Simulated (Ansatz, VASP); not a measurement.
**One calculation of AlSiN, two programs**

```
Al Si N
1.0
     3.43262    0.00000    0.00000
     0.00000    4.00669    0.00000
     0.00000    0.00000    3.55610
Al Si N
1 1 1
Cartesian
  1.7163 2.0033 0.0000
  0.0000 0.0000 0.0000
  1.7163 2.0033 1.7781
```

Change from the starting cell: species swapped into the TbCoC type (Pmmm, No. 47).

Alike in both runs: functional PBE; k mesh 6 × 6 × 6; occupations gaussian, width 0.1 eV; no spin polarisation.

Ansatz relaxed the structure, and its values are those at the end. VASP's run is a single point on that final structure, the one shown.

|  | VASP | Ansatz |
| --- | --- | --- |
| version | VASP 6.6.1 | Ansatz 0.2.0 |
| potentials or method | VASP PAW PBE potentials, release 64 (Al, Si, N), cutoff 600 eV | scalar-relativistic, plane waves, PAW |
| valence electrons in the cell | 12 | 12 |

```tsv
	VASP	Ansatz	Ansatz less VASP
gap on the k mesh at the Fermi level (eV)	none	none	-
pressure (GPa)	-0.2	-0.1	+0.09
```

A gap of «none» marks a metal or a gap that the smearing closes. With one functional, cell and mesh, what is left measures potentials, basis and numerics.
